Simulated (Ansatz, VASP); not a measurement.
## Two plane-wave programs on BN

POSCAR

```
BN
1.0
    0.0000000000      1.8048137555      1.8048137555
    1.8048137555      0.0000000000      1.8048137555
    1.8048137555      1.8048137555      0.0000000000
B N
1 1
Direct
    0.0000000000      0.0000000000      0.0000000000
    0.7500000000      0.7500000000      0.7500000000
```

INCAR.step1

```
PREC = Accurate
ENCUT = 520
ISMEAR = 0
SIGMA = 0.05
LREAL = F
LASPH = T
NELM = 80
NBANDS = 11
GGA = PE
ALGO = Normal
EDIFF = 1E-4
LWAVE = T
LCHARG = F
```

INCAR.step2

```
PREC = Accurate
ENCUT = 520
EDIFF = 1E-7
ISMEAR = 0
SIGMA = 0.05
LREAL = F
LASPH = T
NELM = 80
ALGO = Normal
ISIF = 2
LWAVE = F
LCHARG = F
METAGGA = R2SCAN
LMIXTAU = T
NBANDS = 11
ISTART = 1
```

KPOINTS

```
regular mesh
0
Gamma
  10 10 10
```

Input for Ansatz:

```yaml
crystal:
  lattice:
    - [0.0, 1.8048137541, 1.8048137541]
    - [1.8048137541, 0.0, 1.8048137541]
    - [1.8048137541, 1.8048137541, 0.0]
  atoms:
    - { symbol: B, position: [0.0, 0.0, 0.0] }
    - { symbol: "N", position: [0.75, 0.75, 0.75] }
basis:
  ecutwfc: 500
kpoints:
  mp_grid: { grid: [10, 10, 10] }
hamiltonian:
  xc: r2scan
scf:
  occupations: { method: gaussian, width: 0.05 }
output:
  forces: true
  stress: true
  eigenvalues: true
  write_density: true
  write_potential: true
  elf: true
  volumetric_format: npy
```

Alike in both runs: task single point; functional r2SCAN; k mesh 10 × 10 × 10; occupations gaussian, width 0.05 eV; no spin polarisation.

|  | VASP | Ansatz |
| --- | --- | --- |
| version | VASP 6.6.1 | Ansatz 0.2.0 |
| potentials or method | VASP PAW PBE potentials, release 64 (B, N), cutoff 520 eV | scalar-relativistic, plane waves, PAW |
| valence electrons in the cell | 8 | 8 |

Ansatz gave:

| Property | Result |
| --- | --- |
| gap on the k mesh at the Fermi level (eV) | 5.00 |
| least direct gap on the mesh (eV) | 9.59 |
| pressure (GPa) | 0.0 |

Question: What did VASP give for the same quantities?

Answer: gap on the k mesh at the Fermi level (eV): 4.98; least direct gap on the mesh (eV): 9.55; pressure (GPa): 1.2.

VASP's potentials were made for PBE, not for r2SCAN.
